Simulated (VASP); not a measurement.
Here is a VASP 6.6.1 calculation.

Contents of INCAR:

```
  ALGO = Normal
  EDIFF = 1E-6
  ENCUT = 600
  GGA = PE
  GGA_COMPAT = F
  ISIF = 2
  ISMEAR = -1
  LASPH = T
  LCHARG = T
  LELF = T
  LREAL = F
  LVHAR = T
  LWAVE = F
  NBANDS = 11
  NELM = 120
  PREC = Accurate
  SIGMA = 0.03
```

The input KPOINTS:

```
k-points
0
Gamma
  16 16 16
```

File POSCAR:

```
BN
1.0
   -0.0181235317      1.8032914061      1.8032914061
    1.8032914061     -0.0181235317      1.8032914061
    1.8032914061      1.8032914061     -0.0181235317
B N
1 1
Direct
    0.0000000000      0.0000000000      0.0000000000
    0.2500000000      0.2500000000      0.2500000000
```

Potentials or basis: VASP PAW PBE potentials, release 64 (B, N).

The run is started by

```sh
$ cat potpaw_PBE.64/B/POTCAR potpaw_PBE.64/N/POTCAR > POTCAR
$ mpirun -np 1 vasp_std > vasp.out
```

**Question.** Predict the band gap on the k mesh.

**Answer.** 4.41 eV, indirect (least direct gap 8.62 eV).

**Question.** Estimate the largest force.

**Answer.** 0.038 eV/Å.

**Question.** What does it give for the pressure?

**Answer.** 0.1 GPa.

Forces on the atoms (eV/Å):
```
B   -0.022 -0.022 -0.022
N    0.022  0.022  0.022
```

Caveat: the cell differs from its parent crystal (equal xy, yz and zx shear strains of -1 %). A k mesh can miss the band edges.
